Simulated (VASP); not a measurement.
Set up this calculation in VASP 6.6.1, as the native input.

| Property | Result |
| --- | --- |
| Task | single point |
| Functional | PBE |
| Potentials or basis | VASP PAW PBE potentials, release 64 (Rh_pv) |
| Cutoff | 500 eV |
| k mesh | 13 × 13 × 13 |
| Occupations | fermi-dirac, width 0.05 eV |
| Spin | no spin polarisation |
| Dipole correction | no |
| Further INCAR settings | ALGO = Normal; EDIFF = 1e-06; NBANDS = 22 |

The structure of Rh lies in POSCAR:

```
Rh
1.0
    0.0000000000      2.4237472310      2.4237472310
    2.4237472310      0.0000000000      2.4237472310
    2.4237472310      2.4237472310      0.0000000000
Rh
2
Direct
   -0.1250000000     -0.1250000000     -0.1250000000
    0.1250000000      0.1250000000      0.1250000000
```

This cell differs from its parent crystal: volume scaled by 0.68.

These files were run (other wordings do the same):

INCAR

```
SYSTEM = Rh
ALGO = Normal
EDIFF = 1E-6
ENCUT = 500
GGA = PE
GGA_COMPAT = .FALSE.
ISIF = 2
ISMEAR = -1
LASPH = .TRUE.
LCHARG = .FALSE.
LREAL = .FALSE.
LWAVE = .FALSE.
NBANDS = 22
NELM = 120
PREC = Accurate
SIGMA = 0.05
```

KPOINTS

```
k-points
0
G
  13 13 13
  0 0 0
```

Potentials or basis: VASP PAW PBE potentials, release 64 (Rh_pv).

Command:

```console
$ cat potpaw_PBE.64/Rh_pv/POTCAR > POTCAR
$ mpirun -np 1 vasp_std > vasp.out
```

Results of the run:

- Pressure: 131.6 GPa
- Band gap on the k mesh: zero (band 15 reaches 13.48 eV, above the bottom of band 16 at 11.48 eV)

Wall time 31 s on 1 thread of AMD EPYC 9R45 96-Core Processor (Zen 5), with other jobs on the host, peak memory 0.15 GiB.
